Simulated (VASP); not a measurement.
# Al2Cu (P4/mmm) in VASP: a series of runs

The runs below take Al2Cu through single point, with PBEsol.

Everything below comes from runs of VASP 6.6.1. Logs are shortened: lines on timing, memory, paths and dates and some standing lists are left out, and cuts for length are marked.

### 1 The cell of the first run

The structure is tetragonal, space group P4/mmm (No. 123). Conventional cell: a = 4.105 Å, b = 4.105 Å, c = 2.891 Å, α = 90.00°, β = 90.00°, γ = 90.00°. Within 3.3 Å of Al (site symmetry mmm) lie 4 Cu at 2.51 Å and 6 Al at 2.89 to 2.90 Å. Cu (site symmetry 4/mmm) has 8 Al at 2.51 Å and 2 Cu at 2.89 Å within 3.3 Å.

### 2 Single point, PBEsol

File INCAR:

```
  PREC = Accurate
  ENCUT = 520
  EDIFF = 1E-7
  ISMEAR = 1
  SIGMA = 0.5
  LREAL = False
  LASPH = True
  NELM = 60
  ALGO = Fast
  ISIF = 2
  LWAVE = False
  LCHARG = False
  GGA = PS
  NBANDS = 16
```

File KPOINTS:

```
Automatic mesh
0
Gamma
  10 10 14
```

File POSCAR:

```
Al2Cu
1.0
    4.1051820000      0.0000000000      0.0000000000
    0.0000000000      4.1051820000      0.0000000000
    0.0000000000      0.0000000000      2.8913130000
Al Cu
2 1
Direct
    0.5000000000      0.0000000000      0.5000000000
    0.0000000000      0.5000000000      0.5000000000
    0.0000000000      0.0000000000      0.0000000000
```

Potentials or basis: VASP PAW PBE potentials, release 64 (Al, Cu).

The run is started by

```bash
cat potpaw_PBE.64/Al/POTCAR potpaw_PBE.64/Cu/POTCAR > POTCAR
mpirun -np 1 vasp_std > vasp.out
```

OUTCAR:

```text
PREC = Accurate
   ENCUT = 520
   EDIFF = 1E-7
   ISMEAR = 1
   LREAL = False
   LASPH = True
   NELM = 60
   ISIF = 2
   GGA = PS

 ion  position               nearest neighbor table
   1  0.500  0.000  0.500-   3 2.51   3 2.51   3 2.51   3 2.51   2 2.90   2 2.90   2 2.90   2 2.90

   2  0.000  0.500  0.500-   3 2.51   3 2.51   3 2.51   3 2.51   1 2.90   1 2.90   1 2.90   1 2.90

   3  0.000  0.000  0.000-   1 2.51   2 2.51   1 2.51   2 2.51   2 2.51   2 2.51   1 2.51   1 2.51

  LATTYP: Found a simple tetragonal cell.
 ALAT       =     4.1051820000
 C/A-ratio  =     0.7043081159

  Lattice vectors:

 A1 = (   4.1051820000,   0.0000000000,   0.0000000000)
 A2 = (   0.0000000000,   4.1051820000,   0.0000000000)
 A3 = (   0.0000000000,   0.0000000000,   2.8913130000)

Analysis of symmetry for initial positions (statically):
=====================================================================
 Subroutine PRICEL returns:
 Original cell was already a primitive cell.

 Routine SETGRP: Setting up the symmetry group for a
 simple tetragonal supercell.

 Subroutine GETGRP returns: Found 16 space group operations
 (whereof 16 operations were pure point group operations)
 out of a pool of 16 trial point group operations.

The static configuration has the point symmetry D_4h.

Analysis of symmetry for dynamics (positions and initial velocities):
=====================================================================
 Subroutine PRICEL returns:
 Original cell was already a primitive cell.

 Routine SETGRP: Setting up the symmetry group for a
 simple tetragonal supercell.

 Subroutine GETGRP returns: Found 16 space group operations
 (whereof 16 operations were pure point group operations)
 out of a pool of 16 trial point group operations.

The dynamic configuration has the point symmetry D_4h.

 Subroutine INISYM returns: Found 16 space group operations
 (whereof 16 operations are pure point group operations),
 and found     1 'primitive' translations

----------------------------------------------------------------------------------------

                                     Primitive cell

  volume of cell :      48.7259

  direct lattice vectors                    reciprocal lattice vectors
     4.105182000  0.000000000  0.000000000     0.243594559  0.000000000  0.000000000
     0.000000000  4.105182000  0.000000000     0.000000000  0.243594559  0.000000000
     0.000000000  0.000000000  2.891313000     0.000000000  0.000000000  0.345863627

  length of vectors
     4.105182000  4.105182000  2.891313000     0.243594559  0.243594559  0.345863627

  position of ions in fractional coordinates (direct lattice)
     0.500000000  0.000000000  0.500000000
     0.000000000  0.500000000  0.500000000
     0.000000000  0.000000000  0.000000000

  ion indices of the primitive-cell ions
   primitive index   ion index
                 1           1
                 2           2
                 3           3

----------------------------------------------------------------------------------------

 KPOINTS: Automatic mesh

Automatic generation of k-mesh.
 Grid dimensions read from file:
 generate k-points for:   10   10   14

 Generating k-lattice:

  Cartesian coordinates                     Fractional coordinates (reciprocal lattice)
     0.024359456  0.000000000  0.000000000     0.100000000  0.000000000  0.000000000
     0.000000000  0.024359456  0.000000000     0.000000000  0.100000000  0.000000000
     0.000000000  0.000000000  0.024704545     0.000000000  0.000000000  0.071428571

  Length of vectors
     0.024359456  0.024359456  0.024704545

  Shift w.r.t. Gamma in fractional coordinates (k-lattice)
     0.000000000  0.000000000  0.000000000

 Subroutine IBZKPT returns following result:
 ===========================================

 Found    168 irreducible k-points:

 Following reciprocal coordinates:
            Coordinates               Weight
  0.000000  0.000000  0.000000      1.000000
  0.100000  0.000000  0.000000      4.000000
  0.200000  0.000000  0.000000      4.000000
  0.300000  0.000000  0.000000      4.000000
  0.400000  0.000000  0.000000      4.000000
  0.500000  0.000000  0.000000      2.000000
[... 16 lines left out ...]
  0.100000  0.000000  0.071429      8.000000
  0.200000  0.000000  0.071429      8.000000
 [... further k-points ...]
   k-points           NKPTS =    168   k-points in BZ     NKDIM =    168   number of bands    NBANDS=     16
   number of dos      NEDOS =    301   number of ions     NIONS =      3
   total plane-waves  NPLWV =  24576
   dimension x,y,z NGX =    32 NGY =   32 NGZ =   24
   dimension x,y,z NGXF=    64 NGYF=   64 NGZF=   48
   ions per type =               2   1
   NGX,Y,Z   is equivalent  to a cutoff of  12.96, 12.96, 13.80 a.u.
   NGXF,Y,Z  is equivalent  to a cutoff of  25.92, 25.92, 27.60 a.u.
 SYSTEM =  unknown system
   PREC   = accura    normal or accurate (medium, high low for compatibility)
   ISTART =      0    job   : 0-new  1-cont  2-samecut
   ICHARG =      2    charge: 1-file 2-atom 10-const
   ISPIN  =      1    spin polarized calculation?
   LNONCOLLINEAR =      F non collinear calculations
   LSORBIT =      F    spin-orbit coupling
   LASPH  =      T    aspherical Exc in radial PAW
   ENCUT  =  520.0 eV  38.22 Ry    6.18 a.u.   7.63  7.63  5.38*2*pi/ulx,y,z
   NELM   =     60;   NELMIN=  2; NELMDL= -5     # of ELM steps
   EDIFF  = 0.1E-06   stopping-criterion for ELM
   LREAL  =      F    real-space projection
   EDIFFG = 0.1E-05   stopping-criterion for IOM
   NSW    =      0    number of steps for IOM
   IBRION =     -1    ionic relax: 0-MD 1-quasi-New 2-CG
   NFREE  =      0    steps in history (QN), initial steepest desc. (CG)
   ISIF   =      2    stress and relaxation
   ISYM   =      2    0-nonsym 1-usesym 2-fastsym
   POTIM  = 0.5000    time-step for ionic-motion
   TEBEG  =    0.0;   TEEND  =   0.0 temperature during run
   PSTRESS=    0.0 pullay stress
   NELECT =      17.0000    total number of electrons
   NUPDOWN=      -1.0000    fix difference up-down
   EMIN   =  10.00;   EMAX   =-10.00  energy-range for DOS
   EFERMI =   0.00;   METHOD = LEGACY
   ISMEAR =     1;   SIGMA  =   0.50  broadening in eV -4-tet -1-fermi 0-gaus
   EFERMI_NEDOS =   21; number of points for ismear=-14 and -15
   IALGO  =     68    algorithm
   IMIX   =      4    mixing-type and parameters
     AMIX     =   0.40;   BMIX     =  1.00
     AMIX_MAG =   1.60;   BMIX_MAG =  1.00
  volume/ion in A,a.u.               =      16.24       109.61
  Fermi-wavevector in a.u.,A,eV,Ry     =   1.152492  2.177894 18.071765  1.328237
  Thomas-Fermi vector in A             =   2.289142
   LORBIT       =      0    0 simple, 1 ext, 2 COOP (PROOUT), +10 PAW based schemes
   GGA     = PS    functional components
   LHFCALC =     F    Hartree Fock is set to
   AEXX    =    0.0000 exact exchange contribution
   IVDW    =     0    specifies the selected vdW correction
   LEPSILON=     F    determine dielectric tensor
   LRPA    =     F    only Hartree local field effects (RPA)
 non-spin polarized calculation
 RMM-DIIS sequential band-by-band and
 Methfessel and Paxton  Order N= 1 SIGMA  =   0.50
  energy-cutoff  :      520.00
  volume of cell :       48.73
 maximum number of plane-waves:      1339
 NGX is ok and might be reduce to    32
   NGX = 15   NGY = 15   NGZ = 11

 number of electron      16.9999979 magnetization

 Free energy of the ion-electron system (eV)
  ---------------------------------------------------
  ext. energy  EPLUGINS =         0.00000000
  ---------------------------------------------------
  free energy    TOTEN  =       -12.55741541 eV

  energy without entropy =      -12.56323957  energy(sigma->0) =      -12.55935680

 E-fermi :   7.0199     XC(G=0): -10.4867

 val. band max:        7.0084127101   @ k =   0.5000   0.1000   0.2857
 cond. band min:       7.0225852252   @ k =   0.4000   0.2000   0.2143
 fundamental gap:      0.0141725150
 Fermi energy:         7.0199032158

 k-point     1 :       0.0000    0.0000    0.0000
  band No.  band energies     occupation
      1      -3.4637      2.00000
      2       1.6605      2.00000
      3       2.1723      2.00000
      4       2.8275      2.00000
      5       3.0141      2.00000
      6       3.0141      2.00000
[... 8 lines left out ...]
     15      14.1776     -0.00000
     16      19.4263      0.00000

 k-point     2 :       0.1000    0.0000    0.0000
  band No.  band energies     occupation
      1      -3.3795      2.00000
      2       1.6120      2.00000
      3       2.1523      2.00000
      4       2.8022      2.00000
      5       3.0109      2.00000
      6       3.0145      2.00000
[... 8 lines left out ...]
     15      15.3592     -0.00000
     16      19.0984      0.00000

 k-point     3 :       0.2000    0.0000    0.0000
  band No.  band energies     occupation
      1      -3.1303      2.00000
      2       1.3446      2.00000
      3       2.1068      2.00000
      4       2.7426      2.00000
      5       3.0028      2.00000
      6       3.0158      2.00000
[... 8 lines left out ...]
     15      17.1160      0.00000
     16      18.3207      0.00000

 k-point     4 :       0.3000    0.0000    0.0000
  band No.  band energies     occupation
      1      -2.7308      2.00000
      2       0.6804      2.00000
      3       2.0894      2.00000
      4       2.6792      2.00000
      5       2.8964      2.00000
      6       2.9927      2.00000
[... 8 lines left out ...]
     15      17.4130      0.00000
     16      19.0319      0.00000
[... 324 lines left out ...]
 k-point    22 :       0.0000    0.0000    0.0714
  band No.  band energies     occupation
      1      -3.3712      2.00000
      2       1.6919      2.00000
      3       2.2071      2.00000
      4       2.8363      2.00000
      5       2.9228      2.00000
      6       2.9228      2.00000
[... 8 lines left out ...]
     15      15.4572     -0.00000
     16      18.5566      0.00000

 k-point    23 :       0.1000    0.0000    0.0714
  band No.  band energies     occupation
      1      -3.2871      2.00000
      2       1.6446      2.00000
      3       2.1880      2.00000
      4       2.8089      2.00000
      5       2.9116      2.00000
      6       2.9295      2.00000
[... 8 lines left out ...]
     15      15.8697     -0.00000
     16      18.0470      0.00000

 k-point    24 :       0.2000    0.0000    0.0714
  band No.  band energies     occupation
      1      -3.0382      2.00000
      2       1.3862      2.00000
      3       2.1426      2.00000
      4       2.7503      2.00000
      5       2.8740      2.00000
      6       2.9385      2.00000
[... 8 lines left out ...]
     15      17.1405      0.00000
     16      17.1722      0.00000

 [... further k-points ...]

------------------------ aborting loop because EDIFF is reached ----------------------------------------

  FORCE on cell =-STRESS in cart. coord.  units (eV):
  Direction    XX          YY          ZZ          XY          YZ          ZX
  --------------------------------------------------------------------------------------
  -------------------------------------------------------------------------------------
  Total       -0.5774970     -0.5774970     -0.8710757      0.0000000      0.0000000      0.0000000
  in kB      -18.9889255    -18.9889255    -28.6422125      0.0000000      0.0000000      0.0000000
  external PRESSURE =     -22.2066878 kB  Pullay stress =       0.0000000 kB

 VOLUME and BASIS-vectors are now :
 -----------------------------------------------------------------------------
  energy-cutoff  :      520.00
  volume of cell :       48.73
      direct lattice vectors                 reciprocal lattice vectors
     4.105182000  0.000000000  0.000000000     0.243594559  0.000000000  0.000000000
     0.000000000  4.105182000  0.000000000     0.000000000  0.243594559  0.000000000
     0.000000000  0.000000000  2.891313000     0.000000000  0.000000000  0.345863627

 POSITION                                       TOTAL-FORCE (eV/Angst)
 -----------------------------------------------------------------------------------
      2.05259      0.00000      1.44566         0.000000      0.000000      0.000000
      0.00000      2.05259      1.44566         0.000000      0.000000      0.000000
      0.00000      0.00000      0.00000         0.000000      0.000000      0.000000
 -----------------------------------------------------------------------------------
    total drift:                               -0.000000     -0.000000      0.000000

  FREE ENERGIE OF THE ION-ELECTRON SYSTEM (eV)
  ---------------------------------------------------
  free  energy   TOTEN  =       -12.5574154094 eV

  energy  without entropy=      -12.5632395680  energy(sigma->0) =      -12.55935680
```

Wall time 88 s (1 thread of Intel Xeon 6975P-C, shared host); peak memory 0.25 GiB.

What came out:

* Free energy: -12.5574 eV
* Pressure: -2.2 GPa

Levels at points of the mesh, in eV from the Fermi level:
```tsv
k point	band 6	band 7	band 8	band 9	band 10	band 11	band 12	band 13
(0.00, 0.00, 0.00)	-4.01	-2.33	-2.33	-0.05	0.91	5.98	6.20	6.20
(0.50, 0.00, 0.00)	-4.04	-4.00	-1.01	1.60	1.78	1.95	7.37	8.40
(0.50, 0.50, 0.00)	-4.15	-4.03	-4.03	-2.38	8.57	8.57	9.29	9.91
(0.00, 0.00, 0.50)	-4.01	-2.97	2.56	2.56	2.56	2.78	2.78	3.15
(0.50, 0.00, 0.50)	-4.08	-3.01	-2.45	-1.67	3.69	4.02	4.39	4.97
(0.50, 0.50, 0.50)	-3.44	-2.21	-2.21	-0.85	-0.85	-0.04	-0.04	2.42
```

Caveat: the PAW data sets were made with another functional, which shifts forces and pressure a little.

### 3 Single point, PBEsol

File INCAR:

```
SYSTEM = Al2Cu
ALGO = Normal
EDIFF = 1E-6
ENCUT = 520
GGA = PS
ISIF = 2
ISMEAR = 1
LASPH = .True.
LCHARG = .True.
LELF = .True.
LREAL = .False.
LVHAR = .True.
LWAVE = .False.
NBANDS = 16
NELM = 60
PREC = Accurate
SIGMA = 0.01
```

File KPOINTS:

```
k-points
0
Gamma
  10 10 14
  0 0 0
```

POSCAR is that of step 2.

Potentials or basis: VASP PAW PBE potentials, release 64 (Al, Cu).

The run is started by

```bash
cat potpaw_PBE.64/Al/POTCAR potpaw_PBE.64/Cu/POTCAR > POTCAR
mpirun -np 1 vasp_std > vasp.out
```

Run time: 64 s. Hardware: 1 thread of Intel Xeon 6975P-C, shared host; peak memory 0.26 GiB.

Results (log left out):

| Quantity | Value |
| --- | --- |
| Free energy | -12.5584 eV |
| Pressure | -2.2 GPa |

Stress tensor (GPa, compression positive):
```
-1.93  0.00  0.00
 0.00 -1.93  0.00
 0.00  0.00 -2.80
```

Levels at points of the mesh, in eV from the Fermi level:
```tsv
k point	band 6	band 7	band 8	band 9	band 10	band 11	band 12	band 13
(0.00, 0.00, 0.00)	-4.00	-2.32	-2.32	-0.05	0.91	5.99	6.20	6.20
(0.50, 0.00, 0.00)	-4.03	-4.00	-1.01	1.60	1.77	1.95	7.38	8.40
(0.50, 0.50, 0.00)	-4.14	-4.03	-4.03	-2.38	8.58	8.58	9.30	9.91
(0.00, 0.00, 0.50)	-4.01	-2.96	2.56	2.56	2.56	2.79	2.79	3.16
(0.50, 0.00, 0.50)	-4.07	-3.01	-2.44	-1.67	3.69	4.03	4.39	4.97
(0.50, 0.50, 0.50)	-3.43	-2.21	-2.21	-0.86	-0.85	-0.04	-0.04	2.42
```

Caveat: the PAW data sets were made with another functional, which shifts forces and pressure a little.
